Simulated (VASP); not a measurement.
Here is a VASP 6.6.1 calculation.

File INCAR:

```
SYSTEM = C
ALGO = Normal
EDIFF = 1E-7
ENCUT = 520
GGA = CA
ISIF = 2
ISMEAR = 0
LASPH = .True.
LCHARG = .False.
LREAL = .False.
LWAVE = .False.
NBANDS = 11
NELM = 60
PREC = Accurate
SIGMA = 0.05
```

The input KPOINTS:

```
k-points
0
Gamma
  12 12 12
  0 0 0
```

File POSCAR:

```
C
1.0
    0.0000000000      1.9026172899      1.8893740141
    1.5053190159      0.0000000000      1.8893740141
    1.5053190159      1.9026172899      0.0000000000
C
2
Direct
    0.5000000000      0.5000000000      0.5000000000
    0.7500000000      0.7500000000      0.7500000000
```

Potentials or basis: VASP PAW LDA potentials, release 64 (C).

Command:

```console
$ cat potpaw_LDA.64/C/POTCAR > POTCAR
$ mpirun -np 1 vasp_std > vasp.out
```

Task: What does it give for the band gap on the k mesh?

Result: Zero (band 4 reaches 12.38 eV, above the bottom of band 5 at 11.11 eV).

Task: What does it give for the pressure?

Result: 10.1 GPa.

Stress tensor (GPa, compression positive):
```
120.06   0.00   0.00
  0.00 -49.78   0.00
  0.00   0.00 -39.96
```

Caveat: the cell differs from its parent crystal (strain +e along x and -e along y -0.1125, strain +e along z and -e/2 along x and y +0.0700).
